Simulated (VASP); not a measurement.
# Si5As3 (P-3m1) in VASP: a series of runs

Runs on Si5As3. Level: PBE. Tasks: single point.

Program: VASP 6.6.1. These are calculated values, not measurements. Logs are shortened: lines on timing, memory, paths and dates and some standing lists are left out, and cuts for length are marked.

### Step 1. The cell of the first run

Symmetry: P-3m1, No. 164, trigonal system. The conventional cell has a = 3.735 Å, b = 3.735 Å, c = 29.507 Å, α = 90.00°, β = 90.00°, γ = 120.00°. Si (site symmetry 3m) has 1 Si at 2.33 Å and 3 As at 2.41 Å within 3.1 Å. Within 3.1 Å of Si (site symmetry 3m) lie 4 Si at 2.31 to 2.34 Å. Si (site symmetry 3m) has 4 Si at 2.31 to 2.34 Å within 3.1 Å. Si (site symmetry 3m) has 1 Si at 2.34 Å and 3 As at 2.41 Å within 3.1 Å. Si (site symmetry 3m) has 1 Si at 2.34 Å and 3 As at 2.41 Å within 3.1 Å. Within 3.2 Å of As (site symmetry 3m) lie 3 Si at 2.41 Å. Within 3.2 Å of As (site symmetry 3m) lie 3 Si at 2.41 Å. Within 3.2 Å of As (site symmetry 3m) lie 3 Si at 2.41 Å.

### Step 2. Single point, PBE (22.28 Å³/atom)

The input, INCAR:

```
SYSTEM = Si5As3
PREC = Accurate
ENCUT = 500
EDIFF = 1E-6
ISMEAR = 0
SIGMA = 0.02
LREAL = .FALSE.
LASPH = .TRUE.
NELM = 120
ALGO = Normal
ISIF = 2
LWAVE = .FALSE.
LCHARG = .FALSE.
GGA = PE
NBANDS = 49
GGA_COMPAT = .FALSE.
```

The input, KPOINTS:

```
Automatic mesh
0
G
  12 12 1
  0 0 0
```

The input, POSCAR:

```
Si5As3
1.0
    3.7351079711      0.0000000000      0.0000000000
   -1.8675539855      3.2346983888      0.0000000000
    0.0000000000      0.0000000000     29.5074258000
Si As
10 6
Direct
    0.0000000000      0.0000000000      0.0394287990
    0.0000000000      0.0000000000      0.9605712010
    0.0000000000      0.0000000000      0.3011556751
    0.3333333333      0.6666666667      0.3293856625
    0.3333333333      0.6666666667      0.4087115640
    0.0000000000      0.0000000000      0.2217869532
    0.0000000000      0.0000000000      0.6988443249
    0.6666666667      0.3333333333      0.6706143375
    0.6666666667      0.3333333333      0.5912884360
    0.0000000000      0.0000000000      0.7782130468
    0.6666666667      0.3333333333      0.9242838138
    0.3333333333      0.6666666667      0.0757161862
    0.6666666667      0.3333333333      0.1852799416
    0.6666666667      0.3333333333      0.4452872175
    0.3333333333      0.6666666667      0.8147200584
    0.3333333333      0.6666666667      0.5547127825
```

Potentials or basis: VASP PAW PBE potentials, release 64 (Si, As).

On the command line:

```console
cat potpaw_PBE.64/Si/POTCAR potpaw_PBE.64/As/POTCAR > POTCAR
mpirun -np 1 vasp_std > vasp.out
```

OUTCAR:

```text
SYSTEM = Si5As3
   PREC = Accurate
   ENCUT = 500
   EDIFF = 1E-6
   ISMEAR = 0
   LREAL = .FALSE.
   LASPH = .TRUE.
   NELM = 120
   ISIF = 2
   GGA = PE

 ion  position               nearest neighbor table
   1  0.000  0.000  0.039-   2 2.33  12 2.41  12 2.41  12 2.41
   2  0.000  0.000  0.961-   1 2.33  11 2.41  11 2.41  11 2.41
   3  0.000  0.000  0.301-   4 2.31   4 2.31   4 2.31   6 2.34
   4  0.333  0.667  0.329-   3 2.31   3 2.31   3 2.31   5 2.34
   5  0.333  0.667  0.409-   4 2.34  14 2.41  14 2.41  14 2.41
   6  0.000  0.000  0.222-   3 2.34  13 2.41  13 2.41  13 2.41
   7  0.000  0.000  0.699-   8 2.31   8 2.31   8 2.31  10 2.34
   8  0.667  0.333  0.671-   7 2.31   7 2.31   7 2.31   9 2.34
   9  0.667  0.333  0.591-   8 2.34  16 2.41  16 2.41  16 2.41
  10  0.000  0.000  0.778-   7 2.34  15 2.41  15 2.41  15 2.41
  11  0.667  0.333  0.924-   2 2.41   2 2.41   2 2.41
  12  0.333  0.667  0.076-   1 2.41   1 2.41   1 2.41
  13  0.667  0.333  0.185-   6 2.41   6 2.41   6 2.41
  14  0.667  0.333  0.445-   5 2.41   5 2.41   5 2.41
  15  0.333  0.667  0.815-  10 2.41  10 2.41  10 2.41
  16  0.333  0.667  0.555-   9 2.41   9 2.41   9 2.41

  LATTYP: Found a hexagonal cell.
 ALAT       =     3.7351079711
 C/A-ratio  =     7.9000194983

  Lattice vectors:

 A1 = (   3.7351079711,   0.0000000000,   0.0000000000)
 A2 = (  -1.8675539855,   3.2346983888,   0.0000000000)
 A3 = (   0.0000000000,   0.0000000000,  29.5074258000)

Analysis of symmetry for initial positions (statically):
=====================================================================
 Subroutine PRICEL returns:
 Original cell was already a primitive cell.

 Routine SETGRP: Setting up the symmetry group for a
 hexagonal supercell.

 Subroutine GETGRP returns: Found 12 space group operations
 (whereof 12 operations were pure point group operations)
 out of a pool of 24 trial point group operations.

The static configuration has the point symmetry D_3d.

Analysis of symmetry for dynamics (positions and initial velocities):
=====================================================================
 Subroutine PRICEL returns:
 Original cell was already a primitive cell.

 Routine SETGRP: Setting up the symmetry group for a
 hexagonal supercell.

 Subroutine GETGRP returns: Found 12 space group operations
 (whereof 12 operations were pure point group operations)
 out of a pool of 24 trial point group operations.

The dynamic configuration has the point symmetry D_3d.

 Subroutine INISYM returns: Found 12 space group operations
 (whereof 12 operations are pure point group operations),
 and found     1 'primitive' translations

----------------------------------------------------------------------------------------

                                     Primitive cell

  volume of cell :     356.5072

  direct lattice vectors                    reciprocal lattice vectors
     3.735107971  0.000000000  0.000000000     0.267729878  0.154573917  0.000000000
    -1.867553986  3.234698389  0.000000000     0.000000000  0.309147834  0.000000000
     0.000000000  0.000000000 29.507425800     0.000000000  0.000000000  0.033889774

  length of vectors
     3.735107971  3.735107971 29.507425800     0.309147834  0.309147834  0.033889774

  position of ions in fractional coordinates (direct lattice)
     0.000000000  0.000000000  0.039428799
     0.000000000  0.000000000  0.960571201
     0.000000000  0.000000000  0.301155675
     0.333333333  0.666666667  0.329385663
     0.333333333  0.666666667  0.408711564
     0.000000000  0.000000000  0.221786953
[... 8 lines left out ...]
     0.333333333  0.666666667  0.814720058
     0.333333333  0.666666667  0.554712782

  ion indices of the primitive-cell ions
   primitive index   ion index
                 1           1
                 2           2
                 3           3
                 4           4
                 5           5
                 6           6
[... 8 lines left out ...]
                15          15
                16          16

----------------------------------------------------------------------------------------

 KPOINTS: Automatic mesh

Automatic generation of k-mesh.
 Grid dimensions read from file:
 generate k-points for:   12   12    1

 Generating k-lattice:

  Cartesian coordinates                     Fractional coordinates (reciprocal lattice)
     0.022310823  0.012881160  0.000000000     0.083333333  0.000000000  0.000000000
     0.000000000  0.025762319  0.000000000     0.000000000  0.083333333  0.000000000
     0.000000000  0.000000000  0.033889774     0.000000000  0.000000000  1.000000000

  Length of vectors
     0.025762319  0.025762319  0.033889774

  Shift w.r.t. Gamma in fractional coordinates (k-lattice)
     0.000000000  0.000000000  0.000000000

 Subroutine IBZKPT returns following result:
 ===========================================

 Found     19 irreducible k-points:

 Following reciprocal coordinates:
            Coordinates               Weight
  0.000000  0.000000  0.000000      1.000000
  0.083333  0.000000  0.000000      6.000000
  0.166667  0.000000  0.000000      6.000000
  0.250000  0.000000  0.000000      6.000000
  0.333333  0.000000  0.000000      6.000000
  0.416667 -0.000000  0.000000      6.000000
[... 11 lines left out ...]
  0.333333  0.250000  0.000000     12.000000
  0.333333  0.333333  0.000000      2.000000
   k-points           NKPTS =     19   k-points in BZ     NKDIM =     19   number of bands    NBANDS=     49
   number of dos      NEDOS =    301   number of ions     NIONS =     16
   total plane-waves  NPLWV = 169344
   dimension x,y,z NGX =    28 NGY =   28 NGZ =  216
   dimension x,y,z NGXF=    56 NGYF=   56 NGZF=  432
   ions per type =              10   6
   NGX,Y,Z   is equivalent  to a cutoff of  12.46, 12.46, 12.17 a.u.
   NGXF,Y,Z  is equivalent  to a cutoff of  24.93, 24.93, 24.34 a.u.
 SYSTEM =  Si5As3
   PREC   = accura    normal or accurate (medium, high low for compatibility)
   ISTART =      0    job   : 0-new  1-cont  2-samecut
   ICHARG =      2    charge: 1-file 2-atom 10-const
   ISPIN  =      1    spin polarized calculation?
   LNONCOLLINEAR =      F non collinear calculations
   LSORBIT =      F    spin-orbit coupling
   LASPH  =      T    aspherical Exc in radial PAW
   ENCUT  =  500.0 eV  36.75 Ry    6.06 a.u.   6.81  6.81 53.80*2*pi/ulx,y,z
   NELM   =    120;   NELMIN=  2; NELMDL= -5     # of ELM steps
   EDIFF  = 0.1E-05   stopping-criterion for ELM
   LREAL  =      F    real-space projection
   EDIFFG = 0.1E-04   stopping-criterion for IOM
   NSW    =      0    number of steps for IOM
   IBRION =     -1    ionic relax: 0-MD 1-quasi-New 2-CG
   NFREE  =      0    steps in history (QN), initial steepest desc. (CG)
   ISIF   =      2    stress and relaxation
   ISYM   =      2    0-nonsym 1-usesym 2-fastsym
   POTIM  = 0.5000    time-step for ionic-motion
   TEBEG  =    0.0;   TEEND  =   0.0 temperature during run
   PSTRESS=    0.0 pullay stress
   NELECT =      70.0000    total number of electrons
   NUPDOWN=      -1.0000    fix difference up-down
   EMIN   =  10.00;   EMAX   =-10.00  energy-range for DOS
   EFERMI =   0.00;   METHOD = LEGACY
   ISMEAR =     0;   SIGMA  =   0.02  broadening in eV -4-tet -1-fermi 0-gaus
   EFERMI_NEDOS =   21; number of points for ismear=-14 and -15
   IALGO  =     38    algorithm
   IMIX   =      4    mixing-type and parameters
     AMIX     =   0.40;   BMIX     =  1.00
     AMIX_MAG =   1.60;   BMIX_MAG =  1.00
  volume/ion in A,a.u.               =      22.28       150.36
  Fermi-wavevector in a.u.,A,eV,Ry     =   0.951520  1.798113 12.318592  0.905391
  Thomas-Fermi vector in A             =   2.079998
   LORBIT       =      0    0 simple, 1 ext, 2 COOP (PROOUT), +10 PAW based schemes
   GGA     = PE    functional components
   LHFCALC =     F    Hartree Fock is set to
   AEXX    =    0.0000 exact exchange contribution
   IVDW    =     0    specifies the selected vdW correction
   LEPSILON=     F    determine dielectric tensor
   LRPA    =     F    only Hartree local field effects (RPA)
 non-spin polarized calculation
 Gauss-broadening in eV      SIGMA  =   0.02
  energy-cutoff  :      500.00
  volume of cell :      356.51
 maximum number of plane-waves:      9117
 NGX is ok and might be reduce to    28
   NGX = 13   NGY = 13   NGZ =107

 number of electron      70.0000000 magnetization

 Free energy of the ion-electron system (eV)
  ---------------------------------------------------
  ext. energy  EPLUGINS =         0.00000000
  ---------------------------------------------------
  free energy    TOTEN  =       -82.83064785 eV

  energy without entropy =      -82.83064785  energy(sigma->0) =      -82.83064785

 E-fermi :   4.9940     XC(G=0):  -9.1819

 val. band max:        4.8802788832   @ k =   0.0833   0.0000   0.0000
 cond. band min:       5.4256648140   @ k =   0.4167  -0.0000   0.0000
 fundamental gap:      0.5453859308
 Fermi energy:         4.9939656543

 k-point     1 :       0.0000    0.0000    0.0000
  band No.  band energies     occupation
      1      -8.4619      2.00000
      2      -8.3327      2.00000
      3      -8.2769      2.00000
      4      -8.1854      2.00000
      5      -8.1217      2.00000
      6      -7.8774      2.00000
[... 39 lines left out ...]
     46       7.4121      0.00000
     47       7.4121      0.00000

 k-point     2 :       0.0833    0.0000    0.0000
  band No.  band energies     occupation
      1      -8.3792      2.00000
      2      -8.2507      2.00000
      3      -8.1950      2.00000
      4      -8.1043      2.00000
      5      -8.0408      2.00000
      6      -7.7988      2.00000
[... 39 lines left out ...]
     46       7.5799      0.00000
     47       7.6115      0.00000

 k-point     3 :       0.1667    0.0000    0.0000
  band No.  band energies     occupation
      1      -8.1344      2.00000
      2      -8.0081      2.00000
      3      -7.9525      2.00000
      4      -7.8646      2.00000
      5      -7.8017      2.00000
      6      -7.5677      2.00000
[... 789 lines left out ...]
     46       8.6178      0.00000
     47       8.7869      0.00000

 k-point    19 :       0.3333    0.3333    0.0000
  band No.  band energies     occupation
      1      -5.8175      2.00000
      2      -5.8175      2.00000
      3      -5.8143      2.00000
      4      -5.8143      2.00000
      5      -5.8115      2.00000
      6      -5.8115      2.00000
[... 39 lines left out ...]
     46       8.7626      0.00000
     47       8.7626      0.00000
 [bands above 47 left out]

------------------------ aborting loop because EDIFF is reached ----------------------------------------

  FORCE on cell =-STRESS in cart. coord.  units (eV):
  Direction    XX          YY          ZZ          XY          YZ          ZX
  --------------------------------------------------------------------------------------
  -------------------------------------------------------------------------------------
  Total        3.2334392      3.2334392      3.0292650      0.0000000      0.0000000     -0.0000000
  in kB       14.5313848     14.5313848     13.6138065      0.0000000      0.0000000     -0.0000000
  external PRESSURE =      14.2255254 kB  Pullay stress =       0.0000000 kB

 VOLUME and BASIS-vectors are now :
 -----------------------------------------------------------------------------
  energy-cutoff  :      500.00
  volume of cell :      356.51
      direct lattice vectors                 reciprocal lattice vectors
     3.735107971  0.000000000  0.000000000     0.267729878  0.154573917  0.000000000
    -1.867553986  3.234698389  0.000000000     0.000000000  0.309147834  0.000000000
     0.000000000  0.000000000 29.507425800     0.000000000  0.000000000  0.033889774

 POSITION                                       TOTAL-FORCE (eV/Angst)
 -----------------------------------------------------------------------------------
      0.00000      0.00000      1.16344        -0.000000      0.000000     -0.045166
      0.00000      0.00000     28.34398        -0.000000      0.000000      0.045166
      0.00000      0.00000      8.88633         0.000000     -0.000000      0.004174
     -0.00000      2.15647      9.71932        -0.000000      0.000000     -0.004736
     -0.00000      2.15647     12.06003        -0.000000      0.000000     -0.039471
      0.00000      0.00000      6.54436        -0.000000      0.000000      0.043279
[... 8 lines left out ...]
     -0.00000      2.15647     24.04029         0.000000     -0.000000      0.038704
     -0.00000      2.15647     16.36815         0.000000      0.000000     -0.035455
 -----------------------------------------------------------------------------------
    total drift:                               -0.000000     -0.000000     -0.000000

  FREE ENERGIE OF THE ION-ELECTRON SYSTEM (eV)
  ---------------------------------------------------
  free  energy   TOTEN  =       -82.8306478543 eV

  energy  without entropy=      -82.8306478543  energy(sigma->0) =      -82.83064785
```

It took 16 min on 1 thread of Intel Xeon 8259CL, shared host; peak memory 0.52 GiB.

What came out:

```
Free energy            : -82.8306 eV
Pressure               : 1.4 GPa
Largest force          : 0.045 eV/Å
Band gap on the k mesh : 0.55 eV (least direct gap 1.32 eV)
```

Forces in eV/Å, atoms in the order of the input:
```
Si   0.000  0.000 -0.045
Si   0.000  0.000  0.045
Si   0.000  0.000  0.004
Si   0.000  0.000 -0.005
Si   0.000  0.000 -0.039
Si   0.000  0.000  0.043
Si   0.000  0.000 -0.004
Si   0.000  0.000  0.005
Si   0.000  0.000  0.039
Si   0.000  0.000 -0.043
As   0.000  0.000 -0.041
As   0.000  0.000  0.041
As   0.000  0.000 -0.039
As   0.000  0.000  0.035
As   0.000  0.000  0.039
As   0.000  0.000 -0.035
```

Stress tensor (GPa, compression positive):
```
1.45 0.00 0.00
0.00 1.45 0.00
0.00 0.00 1.36
```

Levels at points of the mesh, in eV from the valence-band top:
```tsv
k point	band 33	band 34	band 35	band 36	band 37	band 38
(0.00, 0.00, 0.00)	-0.52	-0.14	-0.01	1.31	1.34	1.52
(0.50, 0.00, 0.00)	-1.83	-1.52	-1.13	0.65	0.75	0.77
```

Caveat: semilocal functionals underestimate gaps, and a narrow one can read as zero; this functional lacks dispersion, which binds layers or chains, so the pressure and a relaxed spacing across them are unreliable. A k mesh can miss the band edges.

### Step 3. Single point, PBE (23.02 Å³/atom)

This run uses another cell than the first one, of 23.02 Å³/atom.

The input, INCAR:

```
SYSTEM = Si5As3
PREC     = Accurate       ! precision mode
ENCUT    = 500            ! plane-wave cutoff, eV
EDIFF    = 1E-6           ! SCF threshold, eV
ISMEAR   = 0              ! smearing method
SIGMA    = 0.02           ! smearing width, eV
LREAL    = .FALSE.        ! projectors in reciprocal space
LASPH    = .TRUE.         ! aspherical terms in the spheres
NELM     = 120            ! most SCF steps
ALGO     = Normal         ! electronic algorithm
ISIF     = 2              ! what is computed and relaxed
LWAVE    = .FALSE.        ! write WAVECAR
LCHARG   = .FALSE.        ! write CHGCAR
GGA      = PE             ! functional
NBANDS   = 49             ! bands
GGA_COMPAT= .FALSE.
```

The input, KPOINTS:

```
regular mesh
0
G
  12 12 1
  0 0 0
```

The input, POSCAR:

```
Si5As3
1.0
    3.7430912296      0.0000000000      0.0000000000
   -1.8715456148      3.2416120935      0.0000000000
    0.0000000000      0.0000000000     30.3503204997
Si As
10 6
Direct
    0.0000000000      0.0000000000      0.0384283861
    0.0000000000      0.0000000000      0.9615716139
    0.0000000000      0.0000000000      0.3028078211
    0.3333333333      0.6666666667      0.3302967754
    0.3333333333      0.6666666667      0.4076101558
    0.0000000000      0.0000000000      0.2254703662
    0.0000000000      0.0000000000      0.6971921789
    0.6666666667      0.3333333333      0.6697032246
    0.6666666667      0.3333333333      0.5923898442
    0.0000000000      0.0000000000      0.7745296338
    0.6666666667      0.3333333333      0.9262155122
    0.3333333333      0.6666666667      0.0737844878
    0.6666666667      0.3333333333      0.1899205921
    0.6666666667      0.3333333333      0.4431816916
    0.3333333333      0.6666666667      0.8100794079
    0.3333333333      0.6666666667      0.5568183084
```

Potentials or basis: VASP PAW PBE potentials, release 64 (Si, As).

On the command line:

```console
cat potpaw_PBE.64/Si/POTCAR potpaw_PBE.64/As/POTCAR > POTCAR
mpirun -np 1 vasp_std > vasp.out
```

Wall time 17 min (1 thread of Intel Xeon 8259CL, shared host); peak memory 0.54 GiB.

Results (log left out):

```yaml
Free_energy: -82.9006 eV
Pressure: 0.7 GPa
Largest_force: 0.043 eV/Å
Band_gap_on_the_k_mesh: 0.74 eV (least direct gap 1.42 eV)
```

Forces on the atoms (eV/Å):
```
Si   0.000  0.000 -0.041
Si   0.000  0.000  0.041
Si   0.000  0.000  0.004
Si   0.000  0.000 -0.005
Si   0.000  0.000 -0.043
Si   0.000  0.000  0.043
Si   0.000  0.000 -0.004
Si   0.000  0.000  0.005
Si   0.000  0.000  0.043
Si   0.000  0.000 -0.043
As   0.000  0.000 -0.038
As   0.000  0.000  0.038
As   0.000  0.000 -0.039
As   0.000  0.000  0.039
As   0.000  0.000  0.039
As   0.000  0.000 -0.039
```

Levels at points of the mesh, in eV from the valence-band top:
```
           k point  band 32  band 33  band 34  band 35  band 36  band 37  band 38  band 39
(0.00, 0.00, 0.00)    -0.35    -0.35    -0.08    -0.01     1.41     1.46     1.66     1.70
(0.50, 0.00, 0.00)    -1.78    -1.55    -1.34    -0.99     0.90     0.94     0.97     1.26
```

Caveat: semilocal functionals underestimate gaps, and a narrow one can read as zero; this functional lacks dispersion, which binds layers or chains, so the pressure and a relaxed spacing across them are unreliable.
